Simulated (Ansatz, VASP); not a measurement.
# Two plane-wave programs on LiTlS2

The input INCAR:

```
  PREC = Accurate
  ENCUT = 520
  EDIFF = 1E-6
  ISMEAR = 0
  SIGMA = 0.01
  LREAL = F
  LASPH = T
  NELM = 80
  ALGO = Normal
  ISIF = 2
  LWAVE = F
  LCHARG = T
  GGA = PE
  LELF = T
  LVHAR = T
  NBANDS = 22
```

Contents of KPOINTS:

```
regular mesh
0
Gamma
  6 6 4
```

POSCAR

```
LiTlS2
1.0
    4.1086106844      0.0000000000      0.0000000000
    0.0000000000      4.1086106844      0.0000000000
    0.0000000000      0.0000000000      5.7565419423
Li S Tl
1 2 1
Direct
    0.0000000000      0.0000000000      0.0000000000
    0.0000000000      0.5000000000      0.2296019719
    0.5000000000      0.0000000000      0.7703980281
    0.5000000000      0.5000000000      0.5000000000
```

Input for Ansatz:

```yaml
crystal:
  lattice:
    - [4.1086106844, 0.0, 0.0]
    - [0.0, 4.1086106844, 0.0]
    - [0.0, 0.0, 5.7565419423]
  atoms:
    - { symbol: Li, position: [0.0, 0.0, 0.0] }
    - { symbol: S, position: [0.0, 0.5, 0.2296019719] }
    - { symbol: Tl, position: [0.5, 0.5, 0.5] }
    - { symbol: S, position: [0.5, 0.0, 0.7703980281] }
kpoints:
  mp_grid: { grid: [6, 6, 4] }
hamiltonian:
  xc: pbe
scf:
  occupations: { method: fixed }
  n_extra_bands: 5
output:
  forces: true
  stress: true
  eigenvalues: true
```

Alike in both runs: task single point; functional PBE; k mesh 6 × 6 × 4; no spin polarisation.

|  | VASP | Ansatz |
| --- | --- | --- |
| version | VASP 6.6.1 | Ansatz 0.2.0 |
| potentials or method | VASP PAW PBE potentials, release 64 (Li_sv, S, Tl_d) | plane waves, PAW |
| plane-wave cutoff (eV) | 520 | 420 |
| occupations | gaussian, width 0.01 eV | fixed |
| valence electrons in the cell | 28 | 28 |

```tsv
	VASP	Ansatz	Ansatz less VASP
gap on the k mesh at the Fermi level (eV)	0.85	0.85	-0.005
rms of the force components (eV/Å)	0.004	0.000	-0.0035
```

Spin-orbit coupling is off throughout. Noted on VASP's run: the cutoff is short for stress, so the pressure is rough.
